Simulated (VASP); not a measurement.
Crystal: PbS (rocksalt type).

```
Pb S
1.0
     0.00000    2.69344    2.69344
     2.69344    0.00000    2.69344
     2.69344    2.69344    0.00000
Pb S
1 1
Direct
  0.00000 0.00000 0.00000
  0.50000 0.50000 0.50000
```

```yaml
Program: VASP 6.6.1
Task: relaxation of cell and atoms
Functional: PBE
Potentials_or_basis: VASP PAW PBE potentials, release 64 (Pb_d, S)
Cutoff: 600 eV
k_mesh: 14 × 14 × 14
Occupations: fermi-dirac, width 0.1 eV
Spin: no spin polarisation
```

At the start: pressure 34.3 GPa; volume 19.54 Å³/atom.

Question: How do energy, volume and symmetry change on relaxing?

Answer: Over 3 steps the energy falls by 610.9 meV/atom and the volume is 27.09 Å³/atom (+38.6 %); space group Fm-3m (No. 225, to 0.1 Å) before and after.

Step by step:
```csv
step,energy change (eV),largest force (eV/Å),pressure (GPa),volume (Å³)
1,0.0000,0.0000,34.30,39.08
2,-0.8444,0.0000,-7.22,67.84
3,-1.2219,0.0000,0.01,54.18
```

Final structure:
```cif
data_structure
_symmetry_space_group_name_H-M 'P 1'
_symmetry_Int_Tables_number 1
_cell_length_a 4.2474
_cell_length_b 4.2474
_cell_length_c 4.2474
_cell_angle_alpha 60.000
_cell_angle_beta 60.000
_cell_angle_gamma 60.000
_cell_volume 54.18
loop_
_atom_site_label
_atom_site_type_symbol
_atom_site_fract_x
_atom_site_fract_y
_atom_site_fract_z
_atom_site_occupancy
Pb1 Pb 0.00000 0.00000 0.00000 1
S1 S 0.50000 0.50000 0.50000 1
```

Caveat: the volume moved by over 15 % at a fixed basis, so the end points are rough.
